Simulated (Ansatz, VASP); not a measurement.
## TiSi in VASP and in Ansatz

File INCAR:

```
PREC = Accurate
ENCUT = 520
EDIFF = 1E-6
ISMEAR = 0
SIGMA = 0.15
LREAL = False
LASPH = True
NELM = 100
ALGO = Normal
ISIF = 2
LWAVE = False
LCHARG = False
GGA = PS
NBANDS = 42
```

File KPOINTS:

```
Automatic mesh
0
Gamma
  12 6 10
```

Contents of POSCAR:

```
TiSi
1.0
    3.4567600234      0.0000000000      0.0000000000
    0.0000000000      7.2754224254      0.0000000000
    0.0000000000      0.0000000000      4.4743300514
Ti Si
4 4
Direct
    0.0000000000      0.5000000000      0.0507500000
    0.5000000000      0.5000000000      0.5507500000
    0.5000000000      0.0000000000      0.5507500000
    0.0000000000      0.0000000000      0.0507500000
    0.0000000000      0.7500000000      0.5507500000
    0.0000000000      0.2500000000      0.5507500000
    0.5000000000      0.2500000000      0.0507500000
    0.5000000000      0.7500000000      0.0507500000
```

Input for Ansatz:

```yaml
crystal:
  lattice:
    - [3.4567600234, 0.0, 0.0]
    - [0.0, 7.2754224254, 0.0]
    - [0.0, 0.0, 4.4743300514]
  atoms:
    - { symbol: Ti, position: [0.0, 0.5, 0.05075] }
    - { symbol: Ti, position: [0.5, 0.5, 0.55075] }
    - { symbol: Ti, position: [0.5, 0.0, 0.55075] }
    - { symbol: Ti, position: [0.0, 0.0, 0.05075] }
    - { symbol: Si, position: [0.0, 0.75, 0.55075] }
    - { symbol: Si, position: [0.0, 0.25, 0.55075] }
    - { symbol: Si, position: [0.5, 0.25, 0.05075] }
    - { symbol: Si, position: [0.5, 0.75, 0.05075] }
basis:
  ecutwfc: 420
kpoints:
  mp_grid: { grid: [12, 6, 10] }
hamiltonian:
  xc: pbesol
scf:
  occupations: { method: gaussian, width: 0.15 }
output:
  forces: true
  stress: true
  eigenvalues: true
  write_density: true
  write_potential: true
  elf: true
  volumetric_format: npy
```

Change from the starting cell: strain -0.040 along x and y, +0.080 along z, atoms carried along.

Alike in both runs: task single point; functional PBEsol; k mesh 12 × 6 × 10; occupations gaussian, width 0.15 eV; no spin polarisation.

```csv
,VASP,Ansatz
version,VASP 6.6.1,Ansatz 0.2.0
potentials or method,"VASP PAW PBE potentials, release 64 (Ti_sv, Si), cutoff 520 eV","scalar-relativistic, plane waves, PAW"
valence electrons in the cell,64,64
```

```csv
,VASP,Ansatz,Ansatz less VASP
gap on the k mesh at the Fermi level (eV),none,none,-
pressure (GPa),5.3,5.2,-0.06
"traceless stress, the component that is largest in VASP (GPa)",-8.96,-8.88,+0.084
```

VASP's potentials were made for PBE, not for PBEsol. A gap of «none» marks a metal or a gap that the smearing closes. With one functional, cell and mesh, what is left measures potentials, basis and numerics.
